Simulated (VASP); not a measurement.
Here is a VASP 6.6.1 calculation.

Contents of INCAR:

```
SYSTEM = Ta
PREC = Accurate
ENCUT = 500
EDIFF = 1E-6
ISMEAR = 0
SIGMA = 0.05
LREAL = .FALSE.
LASPH = .TRUE.
NELM = 120
ALGO = Normal
ISIF = 2
LWAVE = .FALSE.
LCHARG = .FALSE.
GGA = PE
NBANDS = 18
GGA_COMPAT = .FALSE.
```

KPOINTS

```
regular mesh
0
G
  7 7 7
  0 0 0
```

POSCAR

```
Ta
1.0
    0.0000000000      2.9885387683      2.9885387683
    2.9885387683      0.0000000000      2.9885387683
    2.9885387683      2.9885387683      0.0000000000
Ta
2
Direct
    1.0000000000      1.0000000000      1.0000000000
    0.2500000000      0.2500000000      0.2500000000
```

Potentials or basis: VASP PAW PBE potentials, release 64 (Ta_pv).

Run with:

```console
$ cat potpaw_PBE.64/Ta_pv/POTCAR > POTCAR
$ mpirun -np 1 vasp_std > vasp.out
```

(1) Estimate the band gap on the k mesh.

(2) What does it give for the pressure?

## Answers

(1) zero (bands 11 and 12 overlap by 0.44 eV).

(2) 5.1 GPa.

Caveat: the cell stands under pressure; spin-orbit coupling is left out, which moves the levels of the heavy elements.
